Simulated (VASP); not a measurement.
**MoW3: single point with PBE**

Crystal: MoW3.

```xyz
4
Lattice="-1.8944 1.8944 4.5682 1.8944 -1.8944 4.5682 1.8944 1.8944 -4.5682" Properties=species:S:1:pos:R:3 pbc="T T T"
Mo    0.0000    0.0000    0.0000
W     0.0000    0.0000    4.5682
W     1.8944    0.0000    2.2841
W     0.0000    1.8944    2.2841
```

```
Program                : VASP 6.6.1
Task                   : single point
Functional             : PBE
Potentials or basis    : VASP PAW PBE potentials, release 64 (Mo_sv, W_sv)
Cutoff                 : 520 eV
k mesh                 : 6 × 6 × 6
Occupations            : gaussian, width 0.1 eV
Spin                   : no spin polarisation
Dipole correction      : no
Further INCAR settings : ALGO = Fast; EDIFF = 1e-06; NBANDS = 36
```

| Quantity | Value |
| --- | --- |
| Pressure | 0.5 GPa |
| Band gap on the k mesh | zero (band 28 reaches 12.81 eV, above the bottom of band 29 at 10.60 eV) |

Stress tensor (GPa, compression positive):
```
0.47 0.00 0.00
0.00 0.47 0.00
0.00 0.00 0.57
```

Levels at points of the mesh, in eV from the Fermi level:
```
           k point  band 26  band 27  band 28  band 29  band 30  band 31
(0.00, 0.00, 0.00)    -2.32    -0.24     0.08     0.08     0.54     0.55
(0.50, 0.00, 0.00)    -1.65    -1.02    -0.93     0.43     0.46     0.64
(0.50, 0.50, 0.00)    -2.05     0.00     0.13     0.44     0.60     0.76
(0.50, 0.50, 0.50)    -1.79     1.65     1.65     2.06     2.06     3.29
```

It took 74 s on 1 thread of AMD EPYC 9R45 96-Core Processor (Zen 5), on a shared host, peak memory 0.24 GiB.

Caveat: the k points lie up to 0.39 Å⁻¹ apart; spin-orbit coupling is left out, which moves the levels of the heavy elements.
